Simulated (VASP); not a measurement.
Input of a VASP 6.6.1 run:

File INCAR:

```
SYSTEM = Te
  ALGO = Normal
  EDIFF = 1E-6
  ENCUT = 520
  GGA = PE
  ISIF = 2
  ISMEAR = 0
  LASPH = .True.
  LCHARG = .False.
  LREAL = .False.
  LWAVE = .False.
  NBANDS = 9
  NELM = 100
  PREC = Accurate
  SIGMA = 0.15
```

Contents of KPOINTS:

```
k-points
0
Gamma
  15 15 15
  0 0 0
```

File POSCAR:

```
Te
1.0
    2.2952118264      1.3251411658      1.7922544082
   -2.2952118264      1.3251411658      1.7922544082
    0.0000000000     -2.6502823316      1.7922544082
Te
1
Direct
    0.5000000000      0.5000000000      0.5000000000
```

Potentials or basis: VASP PAW PBE potentials, release 64 (Te).

Run with:

```console
$ cat potpaw_PBE.64/Te/POTCAR > POTCAR
$ mpirun -np 1 vasp_std > vasp.out
```

Problem. Predict the pressure.

Solution. -0.1 GPa.

Problem. Predict the band gap on the k mesh.

Solution. Zero (bands 3 and 4 overlap by 5.13 eV).

Stress tensor (GPa, compression positive):
```
-0.17  0.00  0.00
 0.00 -0.17  0.00
 0.00  0.00  0.09
```

Caveat: spin-orbit coupling is left out, which moves the levels of the heavy elements.
